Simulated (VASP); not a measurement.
# In: relaxation of cell and atoms with PBEsol

Crystal: In.

```xyz
1
Lattice="3.0600 0.0000 0.0000 0.0000 3.0600 0.0000 0.0000 0.0000 3.0600" Properties=species:S:1:pos:R:3 pbc="T T T"
In    0.0000    0.0000    0.0000
```

| Item | Value |
| --- | --- |
| Program | VASP 6.6.1 |
| Task | relaxation of cell and atoms |
| Functional | PBEsol |
| Potentials or basis | VASP PAW PBE potentials, release 64 (In_d) |
| Cutoff | 600 eV |
| k mesh | 13 × 13 × 13 |
| Occupations | gaussian, width 0.1 eV |
| Spin | no spin polarisation |
| Dipole correction | no |
| Further INCAR settings | ALGO = Normal; EDIFF = 1e-06; IBRION = 2; EDIFFG = -0.03; NSW = 80; ISIF = 3 |

The relaxed volume is 27.41 Å³/atom. The relaxed cell is a = 3.015 Å, b = 3.015 Å, c = 3.015 Å, α = 90.00°, β = 90.00°, γ = 90.00°, the space group after relaxing (to 0.05 Å) is Pm-3m (No. 221) and the energy gained by relaxing is 7.5 meV/atom. The ionic steps are 2 and the pressure after relaxing is -0.1 GPa.

The path:
| step | energy change (eV) | largest force (eV/Å) | pressure (GPa) | volume (Å³) |
| --- | --- | --- | --- | --- |
| 1 | 0.0000 | 0.0000 | -1.70 | 28.65 |
| 2 | -0.0075 | 0.0000 | -0.10 | 27.41 |

Final structure:
```xyz
1
Lattice="3.0150 0.0000 0.0000 0.0000 3.0150 0.0000 0.0000 0.0000 3.0150" Properties=species:S:1:pos:R:3 pbc="T T T"
In    0.0000    0.0000    0.0000
```

Levels at points of the mesh, in eV from the Fermi level:
```
           k point  band 3  band 4  band 5  band 6  band 7  band 8  band 9  band 10
(0.00, 0.00, 0.00)  -14.16  -14.16  -14.16   -9.27    7.46    7.46    7.46    10.74
```

It used 20 s of CPU time on 1 thread of AMD EPYC 9R45 (Zen 5), on a shared host.

Caveat: the PAW data sets were made with another functional, which shifts forces and pressure a little; spin-orbit coupling is left out, which moves the levels of the heavy elements.
